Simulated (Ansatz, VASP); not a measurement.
# Sb in VASP and in Ansatz

```
Sb
1.0
     3.48055    0.00000    0.00000
    -1.74027    3.01424    0.00000
     0.00000    0.00000    5.77217
Sb
2
Direct
  0.33333 0.66667 0.25000
  0.66667 0.33333 0.75000
```

Alike in both runs: task single point; functional RPBE; k mesh 12 × 12 × 7; occupations fermi-dirac, width 0.1 eV; no spin polarisation.

|  | VASP | Ansatz |
| --- | --- | --- |
| version | VASP 6.6.1 | Ansatz 0.2.0 |
| potentials or method | VASP PAW PBE potentials, release 64 (Sb), cutoff 520 eV | plane waves (420 eV) with PAW, scalar-relativistic |
| valence electrons in the cell | 10 | 30 |

```tsv
	VASP	Ansatz	Ansatz less VASP
pressure (GPa)	-3.6	-3.4	+0.16
traceless stress, the component that is largest in VASP (GPa)	0.52	0.52	-0.007
```

VASP's potentials were made for PBE, not for RPBE. VASP's potentials hold 10 valence electrons a cell and Ansatz's 30, so a difference there can come from the potentials and not from the codes.

Neither program's run includes spin-orbit coupling.
